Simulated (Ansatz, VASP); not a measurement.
# PtS2 in VASP and in Ansatz

```
S Pt
1.0
     3.44700    0.00000    0.00000
    -1.72350    2.98519    0.00000
     0.00000    0.00000   30.82549
S Pt
2 1
Direct
  0.66667 0.33333 0.46112
  0.33333 0.66667 0.53888
  0.00000 0.00000 0.50000
```

Alike in both runs: task single point; functional PBE; dispersion D3(BJ); k mesh 9 × 9 × 1; occupations gaussian, width 0.02 eV; no spin polarisation.

|  | VASP | Ansatz |
| --- | --- | --- |
| version | VASP 6.6.1 | Ansatz 0.2.0 |
| potentials or method | VASP PAW PBE potentials, release 64 (S, Pt), cutoff 520 eV | scalar-relativistic, plane waves, PAW |
| valence electrons in the cell | 22 | 30 |

|  | VASP | Ansatz | Ansatz less VASP |
| --- | --- | --- | --- |
| gap on the k mesh at the Fermi level (eV) | 2.00 | 1.99 | -0.006 |
| least direct gap on the mesh (eV) | 2.09 | 2.09 | -0.005 |
| rms of the force components (eV/Å) | 0.663 | 0.687 | +0.0231 |

VASP's potentials hold 22 valence electrons a cell and Ansatz's 30, so a difference there can come from the potentials and not from the codes. Ansatz's warnings: xc potential rough in thin density.

Neither program's run includes spin-orbit coupling.
